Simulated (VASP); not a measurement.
Write the native input for VASP 6.6.1 that does the following.

```
Task                   : single point
Functional             : PBE
Potentials or basis    : VASP PAW PBE potentials, release 64 (Au)
Cutoff                 : 520 eV
k mesh                 : 18 × 10 × 12
Occupations            : gaussian, width 0.1 eV
Spin                   : no spin polarisation
Dipole correction      : no
Further INCAR settings : ALGO = Fast; EDIFF = 1e-07; NBANDS = 30
```

The structure of Au lies in POSCAR:

```
Au
1.0
    2.8367671296      0.0000000000      0.0000000000
    0.0000000000      5.0893544556      0.0000000000
    0.0000000000      0.0000000000      4.9214856909
Au
4
Direct
    0.0000000000      0.3360485559      0.7500000000
    0.5000000000      0.1639514441      0.2500000000
    0.5000000000      0.8360485559      0.7500000000
    0.0000000000      0.6639514441      0.2500000000
```

This cell differs from its parent crystal: biaxial strain in the a-b plane: -1.0 %.

These files were run (other wordings do the same):

INCAR

```
SYSTEM = Au
  PREC = Accurate
  ENCUT = 520
  EDIFF = 1E-7
  ISMEAR = 0
  SIGMA = 0.1
  LREAL = .False.
  LASPH = .True.
  NELM = 60
  ALGO = Fast
  ISIF = 2
  LWAVE = .False.
  LCHARG = .True.
  GGA = PE
  LELF = .True.
  LVHAR = .True.
  NBANDS = 30
```

KPOINTS

```
regular mesh
0
Gamma
  18 10 12
  0 0 0
```

Potentials or basis: VASP PAW PBE potentials, release 64 (Au).

Command:

```bash
$ cat potpaw_PBE.64/Au/POTCAR > POTCAR
$ mpirun -np 1 vasp_std > vasp.out
```

Results of the run:

| Item | Value |
| --- | --- |
| Pressure | 1.8 GPa |
| Largest force | 0.004 eV/Å |
| Band gap on the k mesh | zero (band 22 reaches 10.97 eV, above the bottom of band 23 at 6.76 eV) |

Caveat: the cell differs from its parent crystal (biaxial strain in the a-b plane: -1.0 %); spin-orbit coupling is left out, which moves the levels of the heavy elements.

Run time: 5.1 min on 1 thread of Intel(R) Xeon(R) 6975P-C (Granite Rapids), on a shared host, peak memory 0.68 GiB.
